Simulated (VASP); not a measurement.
# C10O in VASP: further runs

C10O is run at these levels: PBE; tasks: relaxation of the atoms, single point.

Program: VASP 6.6.1. These are calculated values, not measurements. Logs are shortened: lines on timing, memory, paths and dates and some standing lists are left out, and cuts for length are marked.

**1. The cell of the first run**

The cell holds a wire or tube with vacuum around it, 11 atoms: a = 4.272 Å, b = 8.872 Å, c = 20.279 Å, α = 90.00°, β = 90.00°, γ = 103.93°.

**2. Relaxation of the atoms, PBE**

INCAR

```
PREC = Accurate
ENCUT = 520
EDIFF = 1E-7
ISMEAR = 0
SIGMA = 0.1
LREAL = F
LASPH = T
NELM = 120
ALGO = Normal
ISIF = 2
LWAVE = F
LCHARG = F
LDIPOL = T
IDIPOL = 3
DIPOL = 0.5 0.5 0.332
GGA = PE
IBRION = 2
NSW = 36
EDIFFG = -0.025
GGA_COMPAT = F
NELMIN = 4
NELMDL = -8
KPAR = 4
```

KPOINTS

```
Automatic mesh
0
Gamma
  7 3 1
```

POSCAR

```
C10O
1.0
    4.2718357708      0.0000000000      0.0000000000
   -2.1359178854      8.6110540238      0.0000000000
    0.0000000000      0.0000000000     20.2788004813
C O
10 1
Selective dynamics
Direct
    0.1564123854      0.9794914374      0.1972503257  F F F
    0.8230790520      0.9794914374      0.1972503257  F F F
    0.6461581040      0.9589828748      0.2574344554  F F F
    0.3128247708      0.9589828748      0.2574344554  F F F
    0.1338042252      0.9383827949      0.3175270426  F F F
    0.8045778963      0.9383825959      0.3175270455  F F F
    0.6222260098      0.9176685708      0.3778997975  F F F
    0.2954418906      0.9176685766      0.3778997213  F F F
    0.0947392957      0.8987953138      0.4329048587  F F F
    0.8040522437      0.8987946148      0.4329053136  F F F
    0.5947392957      0.8987953138      0.4847831503  F F T
```

Potentials or basis: VASP PAW PBE potentials, release 64 (C, O).

Command:

```
$ cat potpaw_PBE.64/C/POTCAR potpaw_PBE.64/O/POTCAR > POTCAR
$ mpirun -np 4 vasp_std > vasp.out
```

OUTCAR:

```text
PREC = Accurate
   ENCUT = 520
   EDIFF = 1E-7
   ISMEAR = 0
   LREAL = F
   LASPH = T
   NELM = 120
   ISIF = 2
   GGA = PE
   IBRION = 2
   NSW = 36
   EDIFFG = -0.025
   NELMIN = 4
   NELMDL = -8

 ion  position               nearest neighbor table
   1  0.156  0.979  0.197-   2 1.42   4 1.42
   2  0.823  0.979  0.197-   1 1.42   3 1.42
   3  0.646  0.959  0.257-   4 1.42   2 1.42   6 1.43
   4  0.313  0.959  0.257-   3 1.42   1 1.42   5 1.43
   5  0.134  0.938  0.318-   6 1.41   4 1.43   8 1.44
   6  0.805  0.938  0.318-   5 1.41   3 1.43   7 1.44
   7  0.622  0.918  0.378-  10 1.39   8 1.40   6 1.44
   8  0.295  0.918  0.378-   9 1.39   7 1.40   5 1.44
   9  0.095  0.899  0.433-  10 1.24   8 1.39
  10  0.804  0.899  0.433-   9 1.24  11 1.38   7 1.39
  11  0.595  0.899  0.485-  10 1.38

  LATTYP: Found a base centered orthorhombic cell.
 ALAT       =     4.2718357708
 B/A-ratio  =     4.0315473187
 C/A-ratio  =     4.7470927183

  Lattice vectors:

 A1 = (   2.1359178854,  -8.6110540238,   0.0000000000)
 A2 = (   2.1359178854,   8.6110540238,   0.0000000000)
 A3 = (   0.0000000000,   0.0000000000,  20.2788004813)

Analysis of symmetry for initial positions (statically):
=====================================================================
 Subroutine PRICEL returns:
 Original cell was already a primitive cell.

 Routine SETGRP: Setting up the symmetry group for a
 base centered orthorhombic supercell.

 Subroutine GETGRP returns: Found  1 space group operations
 (whereof  1 operations were pure point group operations)
 out of a pool of  8 trial point group operations.

The static configuration has the point symmetry C_1 .

Analysis of symmetry for dynamics (positions and initial velocities):
=====================================================================
 Subroutine PRICEL returns:
 Original cell was already a primitive cell.

 Routine SETGRP: Setting up the symmetry group for a
 base centered orthorhombic supercell.

 Subroutine GETGRP returns: Found  1 space group operations
 (whereof  1 operations were pure point group operations)
 out of a pool of  8 trial point group operations.

The dynamic configuration has the point symmetry C_1 .

Analysis of constrained symmetry for selective dynamics:
=====================================================================
 Subroutine PRICEL returns:
 Original cell was already a primitive cell.

 Routine SETGRP: Setting up the symmetry group for a
 base centered orthorhombic supercell.

 Subroutine GETGRP returns: Found  1 space group operations
 (whereof  1 operations were pure point group operations)
 out of a pool of  8 trial point group operations.

The constrained configuration has the point symmetry C_1 .

 Subroutine INISYM returns: Found  1 space group operations
 (whereof  1 operations are pure point group operations),
 and found     1 'primitive' translations

----------------------------------------------------------------------------------------

                                     Primitive cell

  volume of cell :     745.9559

  direct lattice vectors                    reciprocal lattice vectors
     4.271835771  0.000000000  0.000000000     0.234091396  0.058064901  0.000000000
    -2.135917885  8.611054024  0.000000000     0.000000000  0.116129802  0.000000000
     0.000000000  0.000000000 20.278800481     0.000000000  0.000000000  0.049312581

  length of vectors
     4.271835771  8.872000711 20.278800481     0.241185229  0.116129802  0.049312581

  position of ions in fractional coordinates (direct lattice)
     0.156412385  0.979491437  0.197250326
     0.823079052  0.979491437  0.197250326
     0.646158104  0.958982875  0.257434455
     0.312824771  0.958982875  0.257434455
     0.133804225  0.938382795  0.317527043
     0.804577896  0.938382596  0.317527046
     0.622226010  0.917668571  0.377899797
[... 53 lines left out ...]
|        whereas your k-lattice is simple monoclinic.                         |
|                                                                             |
|     Results are often still useful ...                                      |
|                                                                             |
 -----------------------------------------------------------------------------

 WARNING: IBZKPT: internal override: KBLOWUP is changed to .FALSE.
      ... skipping the blow-up phase ...

 Subroutine IBZKPT returns following result:
 ===========================================

 Found     11 irreducible k-points:

 Following reciprocal coordinates:
            Coordinates               Weight
  0.000000  0.000000  0.000000      1.000000
  0.142857 -0.000000  0.000000      2.000000
  0.285714  0.000000  0.000000      2.000000
  0.428571  0.000000  0.000000      2.000000
  0.000000  0.333333  0.000000      2.000000
  0.142857  0.333333  0.000000      2.000000
  0.285714  0.333333  0.000000      2.000000
  0.428571  0.333333  0.000000      2.000000
 -0.428571  0.333333  0.000000      2.000000
 -0.285714  0.333333  0.000000      2.000000
 -0.142857  0.333333  0.000000      2.000000
   k-points           NKPTS =     11   k-points in BZ     NKDIM =     11   number of bands    NBANDS=     29
   number of dos      NEDOS =    301   number of ions     NIONS =     11
   total plane-waves  NPLWV = 358400
   dimension x,y,z NGX =    32 NGY =   70 NGZ =  160
   dimension x,y,z NGXF=    64 NGYF=  140 NGZF=  320
   ions per type =              10   1
   NGX,Y,Z   is equivalent  to a cutoff of  12.45, 13.12, 13.12 a.u.
   NGXF,Y,Z  is equivalent  to a cutoff of  24.91, 26.23, 26.23 a.u.
 SYSTEM =  unknown system
   PREC   = accura    normal or accurate (medium, high low for compatibility)
   ISTART =      0    job   : 0-new  1-cont  2-samecut
   ICHARG =      2    charge: 1-file 2-atom 10-const
   ISPIN  =      1    spin polarized calculation?
   LNONCOLLINEAR =      F non collinear calculations
   LSORBIT =      F    spin-orbit coupling
   LASPH  =      T    aspherical Exc in radial PAW
   ENCUT  =  520.0 eV  38.22 Ry    6.18 a.u.   7.94 16.50 37.71*2*pi/ulx,y,z
   NELM   =    120;   NELMIN=  4; NELMDL= -8     # of ELM steps
   EDIFF  = 0.1E-06   stopping-criterion for ELM
   LREAL  =      F    real-space projection
   EDIFFG = -.3E-01   stopping-criterion for IOM
   NSW    =     36    number of steps for IOM
   IBRION =      2    ionic relax: 0-MD 1-quasi-New 2-CG
   NFREE  =      1    steps in history (QN), initial steepest desc. (CG)
   ISIF   =      2    stress and relaxation
   ISYM   =      2    0-nonsym 1-usesym 2-fastsym
   POTIM  = 0.5000    time-step for ionic-motion
   TEBEG  =    0.0;   TEEND  =   0.0 temperature during run
   PSTRESS=    0.0 pullay stress
   NELECT =      46.0000    total number of electrons
   NUPDOWN=      -1.0000    fix difference up-down
   EMIN   =  10.00;   EMAX   =-10.00  energy-range for DOS
   EFERMI =   0.00;   METHOD = LEGACY
   ISMEAR =     0;   SIGMA  =   0.10  broadening in eV -4-tet -1-fermi 0-gaus
   EFERMI_NEDOS =   21; number of points for ismear=-14 and -15
   IALGO  =     38    algorithm
   IMIX   =      4    mixing-type and parameters
     AMIX     =   0.40;   BMIX     =  1.00
     AMIX_MAG =   1.60;   BMIX_MAG =  1.00
  volume/ion in A,a.u.               =      67.81       457.63
  Fermi-wavevector in a.u.,A,eV,Ry     =   0.646780  1.222236  5.691644  0.418324
  Thomas-Fermi vector in A             =   1.714874
   LORBIT       =      0    0 simple, 1 ext, 2 COOP (PROOUT), +10 PAW based schemes
   GGA     = PE    functional components
   LHFCALC =     F    Hartree Fock is set to
   AEXX    =    0.0000 exact exchange contribution
   IVDW    =     0    specifies the selected vdW correction
   LEPSILON=     F    determine dielectric tensor
   LRPA    =     F    only Hartree local field effects (RPA)
 conjugate gradient relaxation of ions
 non-spin polarized calculation
 Gauss-broadening in eV      SIGMA  =   0.10
  energy-cutoff  :      520.00
  volume of cell :      745.96
 maximum number of plane-waves:     20148
   NGX = 15   NGY = 33   NGZ = 75

 dipolmoment           0.000000      0.000000     -0.174684 electrons x Angstroem

--------------------------------------- Ionic step        1  -------------------------------------------

 number of electron      46.0000001 magnetization

 Free energy of the ion-electron system (eV)
  ---------------------------------------------------
  ext. energy  EPLUGINS =         0.00000000
  ---------------------------------------------------
  free energy    TOTEN  =       -88.30064754 eV

  energy without entropy =      -88.27321218  energy(sigma->0) =      -88.28692986

------------------------ aborting loop because EDIFF is reached ----------------------------------------

  FORCE on cell =-STRESS in cart. coord.  units (eV):
  Direction    XX          YY          ZZ          XY          YZ          ZX
  --------------------------------------------------------------------------------------
  -------------------------------------------------------------------------------------
  Total       -2.8901064     -0.0646939      3.2736118     -0.0207308     -0.4406367      0.8718900
  in kB       -6.2074222     -0.1389507      7.0311220     -0.0445259     -0.9464074      1.8726609
  external PRESSURE =       0.2282497 kB  Pullay stress =       0.0000000 kB
[... 77 lines left out ...]
--------------------------------------- Ionic step        3  -------------------------------------------

 number of electron      45.9999999 magnetization

 dipolmoment           0.000000      0.000000      0.109758 electrons x Angstroem

 Free energy of the ion-electron system (eV)
  ---------------------------------------------------
  ext. energy  EPLUGINS =         0.00000000
  ---------------------------------------------------
  free energy    TOTEN  =       -88.30350203 eV

  energy without entropy =      -88.27637378  energy(sigma->0) =      -88.28993791

 E-fermi :  -4.9590     XC(G=0):  -2.1025

 val. band max:       -4.9607670934   @ k =   0.4286   0.3333   0.0000
 cond. band min:      -4.8472369116   @ k =   0.2857   0.0000   0.0000
 fundamental gap:      0.1135301819
 Fermi energy:        -4.9589843520

 k-point     1 :       0.0000    0.0000    0.0000
  band No.  band energies     occupation
      1     -24.9770      2.00000
      2     -23.0544      2.00000
      3     -21.3116      2.00000
      4     -19.0253      2.00000
      5     -18.1182      2.00000
      6     -17.6636      2.00000
[... 341 lines left out ...]
     28      -0.7191      0.00000
     29       0.1122      0.00000

------------------------ aborting loop because EDIFF is reached ----------------------------------------

 vacuum level on the upper side and lower side of the slab       (xc-potential included)         0.255        -0.272

  FORCE on cell =-STRESS in cart. coord.  units (eV):
  Direction    XX          YY          ZZ          XY          YZ          ZX
  --------------------------------------------------------------------------------------
  -------------------------------------------------------------------------------------
  Total       -3.1127729     -0.0692060      2.6678375     -0.0156594     -0.4092633      0.9555224
  in kB       -6.6856694     -0.1486418      5.7300291     -0.0336336     -0.8790231      2.0522882
  external PRESSURE =      -0.3680940 kB  Pullay stress =       0.0000000 kB
[... 26 lines left out ...]
  FREE ENERGIE OF THE ION-ELECTRON SYSTEM (eV)
  ---------------------------------------------------
  free  energy   TOTEN  =       -88.3035020284 eV

  energy  without entropy=      -88.2763737837  energy(sigma->0) =      -88.28993791

 reached required accuracy - stopping structural energy minimisation

 vacuum level on the upper side and lower side of the slab         1.718         1.178
```

Wall time 6.2 min (4 MPI ranks of AMD EPYC 7R13 (Zen 3), shared host); peak memory 0.9 GiB.

What came out:

```yaml
Free_energy: -88.3035 eV
Energy_gained_by_relaxing: 0.3 meV/atom
Ionic_steps: 3
Band_gap_on_the_k_mesh: zero (bands 23 and 24 overlap by 0.21 eV)
```

The path:
| step | energy change (eV) | largest force on free atoms (eV/Å) | pressure (GPa) |
| --- | --- | --- | --- |
| 1 | 0.0000 | 0.3700 | 0.02 |
| 2 | -0.0028 | 0.0522 | -0.05 |
| 3 | -0.0029 | 0.0003 | -0.04 |

Final structure:
```cif
data_structure
_symmetry_space_group_name_H-M 'P 1'
_symmetry_Int_Tables_number 1
_cell_length_a 4.2718
_cell_length_b 8.8720
_cell_length_c 20.2788
_cell_angle_alpha 90.000
_cell_angle_beta 90.000
_cell_angle_gamma 103.931
_cell_volume 745.96
loop_
_atom_site_label
_atom_site_type_symbol
_atom_site_fract_x
_atom_site_fract_y
_atom_site_fract_z
_atom_site_occupancy
C1 C 0.15641 0.97949 0.19725 1
C2 C 0.82308 0.97949 0.19725 1
C3 C 0.64616 0.95898 0.25743 1
C4 C 0.31282 0.95898 0.25743 1
C5 C 0.13380 0.93838 0.31753 1
C6 C 0.80458 0.93838 0.31753 1
C7 C 0.62223 0.91767 0.37790 1
C8 C 0.29544 0.91767 0.37790 1
C9 C 0.09474 0.89880 0.43290 1
C10 C 0.80405 0.89879 0.43291 1
O1 O 0.59474 0.89880 0.48555 1
```

**3. Single point, PBE**

INCAR

```
  PREC = Accurate
  ENCUT = 520
  EDIFF = 1E-6
  ISMEAR = 0
  SIGMA = 0.1
  LREAL = False
  LASPH = True
  NELM = 100
  ALGO = Normal
  ISIF = 2
  LWAVE = False
  LCHARG = False
  LDIPOL = True
  IDIPOL = 3
  DIPOL = 0.5 0.5 0.333
  GGA = PE
  NBANDS = 34
```

KPOINTS

```
regular mesh
0
Gamma
  7 3 1
```

POSCAR

```
C10O
1.0
    4.2718357708      0.0000000000      0.0000000000
   -2.1359178854      8.6110540238      0.0000000000
    0.0000000000      0.0000000000     20.2788010491
C O
10 1
Direct
    0.1564123854      0.9794914374      0.1972503202
    0.8230790520      0.9794914374      0.1972503202
    0.6461581040      0.9589828748      0.2574344482
    0.3128247708      0.9589828748      0.2574344482
    0.1338042908      0.9383829247      0.3175270418
    0.8045779619      0.9383827251      0.3175270445
    0.6222261577      0.9176688648      0.3778998052
    0.2954420376      0.9176688691      0.3778997289
    0.0947395260      0.8987957680      0.4329048751
    0.8040524743      0.8987950712      0.4329053295
    0.0947395260      0.8987957680      0.4995769401
```

Potentials or basis: VASP PAW PBE potentials, release 64 (C, O).

Command:

```
$ cat potpaw_PBE.64/C/POTCAR potpaw_PBE.64/O/POTCAR > POTCAR
$ mpirun -np 1 vasp_std > vasp.out
```

Wall time 9.5 min (1 thread of Intel Xeon 6975P-C (Granite Rapids), shared host); peak memory 0.79 GiB.

The run converged. Its results:

| Item | Value |
| --- | --- |
| Free energy | -88.0428 eV |
| Largest force | 7.008 eV/Å |
| Band gap on the k mesh | zero (bands 23 and 24 overlap by 0.04 eV) |

Forces in eV/Å, atoms in the order of the input:
```
C   -6.876 -0.168  1.219
C    6.906 -0.146  1.183
C   -0.486  0.047 -1.081
C    0.331  0.184 -1.240
C    0.231 -0.087  0.211
C    0.312  0.023 -0.161
C   -0.669  0.265  1.026
C    0.023  0.024 -0.866
C    5.450  0.268  0.479
C   -4.953 -0.407 -1.044
O   -0.268 -0.003  0.274
```

Levels at points of the mesh, in eV from the Fermi level:
```csv
k point,band 21,band 22,band 23,band 24,band 25,band 26
"(0.00, 0.00, 0.00)",-1.30,-0.91,0.05,0.76,1.18,1.37
```

(Part 1 of 2 ends here.)
